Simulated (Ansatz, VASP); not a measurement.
# TiC: VASP beside Ansatz

File INCAR:

```
  PREC = Accurate
  ENCUT = 520
  EDIFF = 1E-7
  ISMEAR = 0
  SIGMA = 0.1
  LREAL = False
  LASPH = True
  NELM = 100
  ALGO = Normal
  ISIF = 2
  LWAVE = False
  LCHARG = False
  GGA = PE
  NBANDS = 15
```

KPOINTS

```
Automatic mesh
0
Gamma
  6 6 6
```

POSCAR

```
TiC
1.0
    2.9600865000      0.0000000000      0.0000000000
   -1.4800432500      2.5635101100      0.0000000000
    0.0000000000      0.0000000000      2.8888978300
Ti C
1 1
Direct
    0.0000000000      0.0000000000      0.0000000000
    0.6666666700      0.3333333300      0.5000000000
```

Input for Ansatz:

```yaml
crystal:
  lattice:
    - [2.9600865, 0.0, 0.0]
    - [-1.48004325, 2.56351011, 0.0]
    - [0.0, 0.0, 2.88889783]
  atoms:
    - { symbol: Ti, position: [0.0, 0.0, 0.0] }
    - { symbol: C, position: [0.66666667, 0.33333333, 0.5] }
basis:
  ecutwfc: 420
kpoints:
  mp_grid: { grid: [6, 6, 6] }
hamiltonian:
  xc: pbe
scf:
  occupations: { method: gaussian, width: 0.1 }
  lower_state_search: "off"
output:
  forces: true
  stress: true
  eigenvalues: true
```

Change from the starting cell: species swapped into the WC type (P-6m2, No. 187).

Alike in both runs: task single point; functional PBE; k mesh 6 × 6 × 6; occupations gaussian, width 0.1 eV; no spin polarisation.

|  | VASP | Ansatz |
| --- | --- | --- |
| version | VASP 6.6.1 | Ansatz 0.2.0 |
| potentials or method | VASP PAW PBE potentials, release 64 (Ti_sv, C), cutoff 520 eV | scalar-relativistic, plane waves, PAW |
| valence electrons in the cell | 16 | 16 |

Ansatz gave:

- gap on the k mesh at the Fermi level (eV): none
- pressure (GPa): -5.4
- traceless stress, the component that is largest in VASP (GPa): -23.45

Question: Which values does VASP return?

Answer: gap on the k mesh at the Fermi level (eV): none; pressure (GPa): -5.3; traceless stress, the component that is largest in VASP (GPa): -23.33.

A gap of «none» marks a metal or a gap that the smearing closes. With one functional, cell and mesh, what is left measures potentials, basis and numerics.

The k mesh is coarse, so the values compare programs but aren't converged.
